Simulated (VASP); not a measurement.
# Te (Pmc2_1) in VASP: single point with PBE

Aim: the single point of Te with PBE.

Everything below comes from runs of VASP 6.6.1. Logs are shortened: lines on timing, memory, paths and dates and some standing lists are left out, and cuts for length are marked.

### Step 1. The cell of the first run

It takes space group Pmc2_1 (No. 26, orthorhombic). Conventional cell: a = 3.131 Å, b = 4.743 Å, c = 8.986 Å, α = 90.00°, β = 90.00°, γ = 90.00°. Te (site symmetry m) has 6 Te at 3.06 to 3.46 Å within 4.0 Å. Within 4.0 Å of Te (site symmetry m) lie 6 Te at 3.06 to 3.46 Å.

### Step 2. Single point, PBE

INCAR

```
ALGO = Normal
EDIFF = 1E-6
ENCUT = 520
GGA = PE
ISIF = 2
ISMEAR = 0
LASPH = True
LCHARG = False
LREAL = False
LWAVE = False
NBANDS = 20
NELM = 100
PREC = Accurate
SIGMA = 0.1
```

KPOINTS

```
k-points
0
Gamma
  6 4 2
```

POSCAR

```
Te
1.0
    3.1307690000      0.0000000000      0.0000000000
    0.0000000000      4.7429080000      0.0000000000
    0.0000000000      0.0000000000      8.9856130000
Te
4
Direct
    0.5000000000      0.5452710000      0.7608140000
    0.5000000000      0.4547290000      0.2608140000
    0.5000000000      0.9874680000      0.0091860000
    0.5000000000      0.0125320000      0.5091860000
```

Potentials or basis: VASP PAW PBE potentials, release 64 (Te).

On the command line:

```sh
$ cat potpaw_PBE.64/Te/POTCAR > POTCAR
$ mpirun -np 1 vasp_std > vasp.out
```

OUTCAR:

```text
EDIFF = 1E-6
   ENCUT = 520
   GGA = PE
   ISIF = 2
   ISMEAR = 0
   LASPH = True
   LREAL = False
   NELM = 100
   PREC = Accurate

 ion  position               nearest neighbor table
   1  0.500  0.545  0.761-   3 3.06   4 3.17   4 3.39   3 3.46
   2  0.500  0.455  0.261-   4 3.06   3 3.17   3 3.39   4 3.46
   3  0.500  0.987  0.009-   1 3.06   2 3.17   2 3.39   1 3.46
   4  0.500  0.013  0.509-   2 3.06   1 3.17   1 3.39   2 3.46

  LATTYP: Found a simple orthorhombic cell.
 ALAT       =     3.1307690000
 B/A-ratio  =     1.5149338709
 C/A-ratio  =     2.8700977300

  Lattice vectors:

 A1 = (   3.1307690000,   0.0000000000,   0.0000000000)
 A2 = (   0.0000000000,   4.7429080000,   0.0000000000)
 A3 = (   0.0000000000,   0.0000000000,   8.9856130000)

Analysis of symmetry for initial positions (statically):
=====================================================================
 Subroutine PRICEL returns:
 Original cell was already a primitive cell.

 Routine SETGRP: Setting up the symmetry group for a
 simple orthorhombic supercell.

 Subroutine GETGRP returns: Found  4 space group operations
 (whereof  2 operations were pure point group operations)
 out of a pool of  8 trial point group operations.

The static configuration has the point symmetry C_1h.
 The point group associated with its full space group is C_2v.

Analysis of symmetry for dynamics (positions and initial velocities):
=====================================================================
 Subroutine PRICEL returns:
 Original cell was already a primitive cell.

 Routine SETGRP: Setting up the symmetry group for a
 simple orthorhombic supercell.

 Subroutine GETGRP returns: Found  4 space group operations
 (whereof  2 operations were pure point group operations)
 out of a pool of  8 trial point group operations.

The dynamic configuration has the point symmetry C_1h.
 The point group associated with its full space group is C_2v.

 Subroutine INISYM returns: Found  4 space group operations
 (whereof  2 operations are pure point group operations),
 and found     1 'primitive' translations

----------------------------------------------------------------------------------------

                                     Primitive cell

  volume of cell :     133.4269

  direct lattice vectors                    reciprocal lattice vectors
     3.130769000  0.000000000  0.000000000     0.319410343  0.000000000  0.000000000
     0.000000000  4.742908000  0.000000000     0.000000000  0.210841113  0.000000000
     0.000000000  0.000000000  8.985613000     0.000000000  0.000000000  0.111289013

  length of vectors
     3.130769000  4.742908000  8.985613000     0.319410343  0.210841113  0.111289013

  position of ions in fractional coordinates (direct lattice)
     0.500000000  0.545271000  0.760814000
     0.500000000  0.454729000  0.260814000
     0.500000000  0.987468000  0.009186000
     0.500000000  0.012532000  0.509186000

  ion indices of the primitive-cell ions
   primitive index   ion index
                 1           1
                 2           2
                 3           3
                 4           4

----------------------------------------------------------------------------------------

 KPOINTS: k-points

Automatic generation of k-mesh.
 Grid dimensions read from file:
 generate k-points for:    6    4    2

 Generating k-lattice:

  Cartesian coordinates                     Fractional coordinates (reciprocal lattice)
     0.053235057  0.000000000  0.000000000     0.166666667  0.000000000  0.000000000
     0.000000000  0.052710278  0.000000000     0.000000000  0.250000000  0.000000000
     0.000000000  0.000000000  0.055644506     0.000000000  0.000000000  0.500000000

  Length of vectors
     0.053235057  0.052710278  0.055644506

  Shift w.r.t. Gamma in fractional coordinates (k-lattice)
     0.000000000  0.000000000  0.000000000

 Subroutine IBZKPT returns following result:
 ===========================================

 Found     24 irreducible k-points:

 Following reciprocal coordinates:
            Coordinates               Weight
  0.000000  0.000000  0.000000      1.000000
  0.166667  0.000000  0.000000      2.000000
  0.333333  0.000000  0.000000      2.000000
  0.500000  0.000000  0.000000      1.000000
  0.000000  0.250000  0.000000      2.000000
  0.166667  0.250000  0.000000      4.000000
[... 16 lines left out ...]
  0.333333  0.500000  0.500000      2.000000
  0.500000  0.500000  0.500000      1.000000
   k-points           NKPTS =     24   k-points in BZ     NKDIM =     24   number of bands    NBANDS=     20
   number of dos      NEDOS =    301   number of ions     NIONS =      4
   total plane-waves  NPLWV =  60480
   dimension x,y,z NGX =    24 NGY =   36 NGZ =   70
   dimension x,y,z NGXF=    48 NGYF=   72 NGZF=  140
   ions per type =               4
   NGX,Y,Z   is equivalent  to a cutoff of  12.74, 12.62, 12.95 a.u.
   NGXF,Y,Z  is equivalent  to a cutoff of  25.49, 25.24, 25.90 a.u.
 SYSTEM =  unknown system
   PREC   = accura    normal or accurate (medium, high low for compatibility)
   ISTART =      0    job   : 0-new  1-cont  2-samecut
   ICHARG =      2    charge: 1-file 2-atom 10-const
   ISPIN  =      1    spin polarized calculation?
   LNONCOLLINEAR =      F non collinear calculations
   LSORBIT =      F    spin-orbit coupling
   LASPH  =      T    aspherical Exc in radial PAW
   ENCUT  =  520.0 eV  38.22 Ry    6.18 a.u.   5.82  8.82 16.71*2*pi/ulx,y,z
   NELM   =    100;   NELMIN=  2; NELMDL= -5     # of ELM steps
   EDIFF  = 0.1E-05   stopping-criterion for ELM
   LREAL  =      F    real-space projection
   EDIFFG = 0.1E-04   stopping-criterion for IOM
   NSW    =      0    number of steps for IOM
   IBRION =     -1    ionic relax: 0-MD 1-quasi-New 2-CG
   NFREE  =      0    steps in history (QN), initial steepest desc. (CG)
   ISIF   =      2    stress and relaxation
   ISYM   =      2    0-nonsym 1-usesym 2-fastsym
   POTIM  = 0.5000    time-step for ionic-motion
   TEBEG  =    0.0;   TEEND  =   0.0 temperature during run
   PSTRESS=    0.0 pullay stress
   NELECT =      24.0000    total number of electrons
   NUPDOWN=      -1.0000    fix difference up-down
   EMIN   =  10.00;   EMAX   =-10.00  energy-range for DOS
   EFERMI =   0.00;   METHOD = LEGACY
   ISMEAR =     0;   SIGMA  =   0.10  broadening in eV -4-tet -1-fermi 0-gaus
   EFERMI_NEDOS =   21; number of points for ismear=-14 and -15
   IALGO  =     38    algorithm
   IMIX   =      4    mixing-type and parameters
     AMIX     =   0.40;   BMIX     =  1.00
     AMIX_MAG =   1.60;   BMIX_MAG =  1.00
  volume/ion in A,a.u.               =      33.36       225.10
  Fermi-wavevector in a.u.,A,eV,Ry     =   0.924125  1.746343 11.619473  0.854007
  Thomas-Fermi vector in A             =   2.049837
   LORBIT       =      0    0 simple, 1 ext, 2 COOP (PROOUT), +10 PAW based schemes
   GGA     = PE    functional components
   LHFCALC =     F    Hartree Fock is set to
   AEXX    =    0.0000 exact exchange contribution
   IVDW    =     0    specifies the selected vdW correction
   LEPSILON=     F    determine dielectric tensor
   LRPA    =     F    only Hartree local field effects (RPA)
 non-spin polarized calculation
 Gauss-broadening in eV      SIGMA  =   0.10
  energy-cutoff  :      520.00
  volume of cell :      133.43
 maximum number of plane-waves:      3624
 NGX is ok and might be reduce to    24
   NGX = 11   NGY = 17   NGZ = 33

 number of electron      23.9999998 magnetization

 Free energy of the ion-electron system (eV)
  ---------------------------------------------------
  ext. energy  EPLUGINS =         0.00000000
  ---------------------------------------------------
  free energy    TOTEN  =       -12.18151901 eV

  energy without entropy =      -12.16587557  energy(sigma->0) =      -12.17369729

 E-fermi :   6.2379     XC(G=0):  -9.1798

 val. band max:        6.2339015451   @ k =   0.1667   0.5000   0.0000
 cond. band min:       6.2895129155   @ k =   0.1667   0.0000   0.0000
 fundamental gap:      0.0556113704
 Fermi energy:         6.2379311507

 k-point     1 :       0.0000    0.0000    0.0000
  band No.  band energies     occupation
      1      -7.3609      2.00000
      2      -6.1183      2.00000
      3      -5.9934      2.00000
      4      -4.2250      2.00000
      5       1.6844      2.00000
      6       1.8368      2.00000
[... 12 lines left out ...]
     19      11.9487      0.00000
     20      12.9787      0.00000

 k-point     2 :       0.1667    0.0000    0.0000
  band No.  band energies     occupation
      1      -7.0097      2.00000
      2      -5.7655      2.00000
      3      -5.6393      2.00000
      4      -3.8620      2.00000
      5       2.0057      2.00000
      6       2.1529      2.00000
[... 12 lines left out ...]
     19      12.3664      0.00000
     20      14.0799      0.00000

 k-point     3 :       0.3333    0.0000    0.0000
  band No.  band energies     occupation
      1      -6.0907      2.00000
      2      -4.8388      2.00000
      3      -4.7069      2.00000
      4      -2.8888      2.00000
      5       1.7268      2.00000
      6       2.7498      2.00000
[... 12 lines left out ...]
     19      11.9796      0.00000
     20      12.3080      0.00000

 k-point     4 :       0.5000    0.0000    0.0000
  band No.  band energies     occupation
      1      -5.4078      2.00000
      2      -4.1444      2.00000
      3      -4.0049      2.00000
      4      -2.1246      2.00000
      5       0.1744      2.00000
      6       1.3417      2.00000
[... 12 lines left out ...]
     19      10.9842      0.00000
     20      11.0434      0.00000

 k-point     5 :       0.0000    0.2500    0.0000
  band No.  band energies     occupation
      1      -7.0635      2.00000
      2      -6.0350      2.00000
      3      -5.8857      2.00000
      4      -4.8112      2.00000
      5       1.1416      2.00000
      6       1.2837      2.00000
[... 12 lines left out ...]
     19      13.4733      0.00000
     20      13.6927      0.00000

 k-point     6 :       0.1667    0.2500    0.0000
  band No.  band energies     occupation
      1      -6.7122      2.00000
      2      -5.6820      2.00000
      3      -5.5310      2.00000
      4      -4.4517      2.00000
      5       1.4722      2.00000
      6       1.6184      2.00000
[... 12 lines left out ...]
     19      13.6293      0.00000
     20      13.9815      0.00000

 k-point     7 :       0.3333    0.2500    0.0000
  band No.  band energies     occupation
      1      -5.7923      2.00000
      2      -4.7541      2.00000
      3      -4.5962      2.00000
      4      -3.4951      2.00000
      5       2.0117      2.00000
      6       2.2982      2.00000
[... 12 lines left out ...]
     19      10.9726      0.00000
     20      12.0079      0.00000
[... 277 lines left out ...]
 k-point    20 :       0.5000    0.2500    0.5000
  band No.  band energies     occupation
      1      -4.7952      2.00000
      2      -4.7952      2.00000
      3      -3.0987      2.00000
      4      -3.0987      2.00000
      5       0.7477      2.00000
      6       0.7477      2.00000
[... 12 lines left out ...]
     19      10.8688      0.00000
     20      10.8688      0.00000

 k-point    21 :       0.0000    0.5000    0.5000
  band No.  band energies     occupation
      1      -6.3006      2.00000
      2      -6.3006      2.00000
      3      -5.6325      2.00000
      4      -5.6325      2.00000
      5       1.2107      2.00000
      6       1.2107      2.00000
[... 12 lines left out ...]
     19      13.5654      0.00000
     20      13.5654      0.00000

 k-point    22 :       0.1667    0.5000    0.5000
  band No.  band energies     occupation
      1      -5.9488      2.00000
      2      -5.9488      2.00000
      3      -5.2759      2.00000
      4      -5.2759      2.00000
      5       1.5401      2.00000
      6       1.5401      2.00000
[... 12 lines left out ...]
     19      13.5615      0.00000
     20      13.5615      0.00000

 k-point    23 :       0.3333    0.5000    0.5000
  band No.  band energies     occupation
      1      -5.0258      2.00000
      2      -5.0258      2.00000
      3      -4.3328      2.00000
      4      -4.3328      2.00000
      5       2.3508      2.00000
      6       2.3508      2.00000
[... 12 lines left out ...]
     19      10.7547      0.00000
     20      10.7547      0.00000

 k-point    24 :       0.5000    0.5000    0.5000
  band No.  band energies     occupation
      1      -4.3363      2.00000
      2      -4.3363      2.00000
      3      -3.6154      2.00000
      4      -3.6154      2.00000
      5       1.1922      2.00000
      6       1.1922      2.00000
[... 12 lines left out ...]
     19       9.4072      0.00000
     20       9.4072      0.00000

------------------------ aborting loop because EDIFF is reached ----------------------------------------

  FORCE on cell =-STRESS in cart. coord.  units (eV):
  Direction    XX          YY          ZZ          XY          YZ          ZX
  --------------------------------------------------------------------------------------
  -------------------------------------------------------------------------------------
  Total        2.6870467     -1.5076906     -1.2436140      0.0000000      0.0000000      0.0000000
  in kB       32.2657945    -18.1042015    -14.9331952      0.0000000      0.0000000      0.0000000
  external PRESSURE =      -0.2572007 kB  Pullay stress =       0.0000000 kB

 VOLUME and BASIS-vectors are now :
 -----------------------------------------------------------------------------
  energy-cutoff  :      520.00
  volume of cell :      133.43
      direct lattice vectors                 reciprocal lattice vectors
     3.130769000  0.000000000  0.000000000     0.319410343  0.000000000  0.000000000
     0.000000000  4.742908000  0.000000000     0.000000000  0.210841113  0.000000000
     0.000000000  0.000000000  8.985613000     0.000000000  0.000000000  0.111289013

 POSITION                                       TOTAL-FORCE (eV/Angst)
 -----------------------------------------------------------------------------------
      1.56538      2.58617      6.83638         0.000000      0.263517      0.064543
      1.56538      2.15674      2.34357         0.000000     -0.263517      0.064543
      1.56538      4.68347      0.08254         0.000000     -0.091895     -0.064543
      1.56538      0.05944      4.57535         0.000000      0.091895     -0.064543
 -----------------------------------------------------------------------------------
    total drift:                               -0.000000      0.000000     -0.000059

  FREE ENERGIE OF THE ION-ELECTRON SYSTEM (eV)
  ---------------------------------------------------
  free  energy   TOTEN  =       -12.1815190119 eV

  energy  without entropy=      -12.1658755657  energy(sigma->0) =      -12.17369729
```

Wall time 30 s (1 thread of Intel Xeon Platinum 8488C (Sapphire Rapids), shared host); peak memory 0.24 GiB.

Results:

```
Free energy            : -12.1815 eV
Pressure               : 0.0 GPa
Largest force          : 0.271 eV/Å
Band gap on the k mesh : zero (band 12 reaches 8.30 eV, above the bottom of band 13 at 4.81 eV)
```

Forces on the atoms (eV/Å):
```
Te   0.000  0.264  0.065
Te   0.000 -0.264  0.065
Te   0.000 -0.092 -0.065
Te   0.000  0.092 -0.065
```

Stress tensor (GPa, compression positive):
```
 3.23  0.00  0.00
 0.00 -1.81  0.00
 0.00  0.00 -1.49
```

Levels at points of the mesh, in eV from the Fermi level:
| k point | band 10 | band 11 | band 12 | band 13 | band 14 | band 15 |
| --- | --- | --- | --- | --- | --- | --- |
| (0.00, 0.00, 0.00) | -2.54 | 0.82 | 0.98 | 1.68 | 2.29 | 2.74 |
| (0.50, 0.00, 0.00) | -2.81 | -1.07 | -0.88 | -0.87 | -0.81 | 2.38 |
| (0.00, 0.50, 0.00) | -2.38 | 2.01 | 2.06 | 2.47 | 2.69 | 2.96 |
| (0.50, 0.50, 0.00) | -4.02 | -0.84 | -0.81 | -0.56 | -0.55 | 2.24 |
| (0.00, 0.00, 0.50) | -1.21 | -0.23 | -0.23 | 1.99 | 1.99 | 3.69 |
| (0.50, 0.00, 0.50) | -2.76 | -1.75 | -1.75 | 0.46 | 0.46 | 1.54 |
| (0.00, 0.50, 0.50) | 0.13 | 0.79 | 0.79 | 2.57 | 2.57 | 3.09 |
| (0.50, 0.50, 0.50) | -3.31 | -2.85 | -2.85 | 1.74 | 1.74 | 2.46 |

Caveat: spin-orbit coupling is left out, which moves the levels of the heavy elements.
